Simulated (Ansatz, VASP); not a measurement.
One calculation of AlCo, two programs

The input INCAR:

```
ALGO = Fast
EDIFF = 1E-6
ENCUT = 520
GGA = PE
ISIF = 2
ISMEAR = 0
ISPIN = 2
LASPH = True
LCHARG = True
LELF = True
LMAXMIX = 4
LORBIT = 11
LREAL = False
LVHAR = True
LWAVE = False
MAGMOM = -0.01 0.16
NBANDS = 17
NELM = 150
PREC = Accurate
SIGMA = 0.15
```

KPOINTS

```
k-points
0
Gamma
  16 16 16
```

Contents of POSCAR:

```
AlCo
1.0
    2.8194032100      0.0000000000      0.0000000000
    0.0000000000      2.8194032100      0.0000000000
    0.0000000000      0.0000000000      2.8194032100
Al Co
1 1
Direct
    0.0000000000      0.0000000000      0.0000000000
    0.5000000000      0.5000000000      0.5000000000
```

Input for Ansatz:

```yaml
crystal:
  lattice:
    - [2.81940321, 0.0, 0.0]
    - [0.0, 2.81940321, 0.0]
    - [0.0, 0.0, 2.81940321]
  atoms:
    - { symbol: Al, position: [0.0, 0.0, 0.0], spin: -0.01 }
    - { symbol: Co, position: [0.5, 0.5, 0.5], spin: 0.16 }
basis:
  ecutwfc: 420
kpoints:
  mp_grid: { grid: [16, 16, 16] }
hamiltonian:
  xc: pbe
scf:
  occupations: { method: gaussian, width: 0.15 }
output:
  forces: true
  stress: true
  eigenvalues: true
  populations: true
magnetization:
  spin_polarized: true
```

Alike in both runs: task single point; functional PBE; k mesh 16 × 16 × 16; occupations gaussian, width 0.15 eV; collinear spin.

```csv
,VASP,Ansatz
version,VASP 6.6.1,Ansatz 0.2.0
potentials or method,"VASP PAW PBE potentials, release 64 (Al, Co), cutoff 520 eV","scalar-relativistic, plane waves, PAW"
valence electrons in the cell,12,20
```

```csv
,VASP,Ansatz,Ansatz less VASP
gap on the k mesh at the Fermi level (eV),none,none,-
pressure (GPa),6.8,6.7,-0.08
net moment per atom (μB),0.00,0.00,0.000
```

A gap of «none» marks a metal or a gap that the smearing closes. VASP's potentials hold 12 valence electrons a cell and Ansatz's 20, so a difference there can come from the potentials and not from the codes. Ansatz's warnings: seeded moment not kept.
